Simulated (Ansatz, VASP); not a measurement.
Cu2Pd in VASP and in Ansatz

```
Cu Pd
1.0
     3.89454    0.00000    0.00000
     0.00000    3.89454    0.00000
     0.00000    0.00000    5.60663
Cu Pd
4 2
Direct
  0.00000 0.50000 0.20300
  0.00000 0.50000 0.70300
  0.50000 0.00000 0.29700
  0.50000 0.00000 0.79700
  0.00000 0.00000 0.00000
  0.50000 0.50000 0.50000
```

Alike in both runs: task relaxation of cell and atoms; functional PBE; k mesh 4 × 4 × 4; occupations gaussian, width 0.1 eV; no spin polarisation.

```csv
,VASP,Ansatz
version,VASP 6.6.1,Ansatz 0.2.0
potentials or method,"VASP PAW PBE potentials, release 64 (Cu, Pd), cutoff 600 eV","scalar-relativistic, plane waves, PAW"
valence electrons in the cell,64,112
```

Ansatz gave:

* gap on the k mesh at the Fermi level, each at its own relaxed structure (eV): none
* relaxed volume (Å³/atom): 16.08
* relaxed length of the cell vector where the two differ most in proportion (Å): 4.219

Question: Which values does VASP return?

Answer: gap on the k mesh at the Fermi level, each at its own relaxed structure (eV): none; relaxed volume (Å³/atom): 16.13; relaxed length of the cell vector where the two differ most in proportion (Å): 4.227.

A gap of «none» marks a metal or a gap that the smearing closes. VASP's potentials hold 64 valence electrons a cell and Ansatz's 112, so a difference there can come from the potentials and not from the codes.

The k mesh is coarse, so the values compare programs but aren't converged.
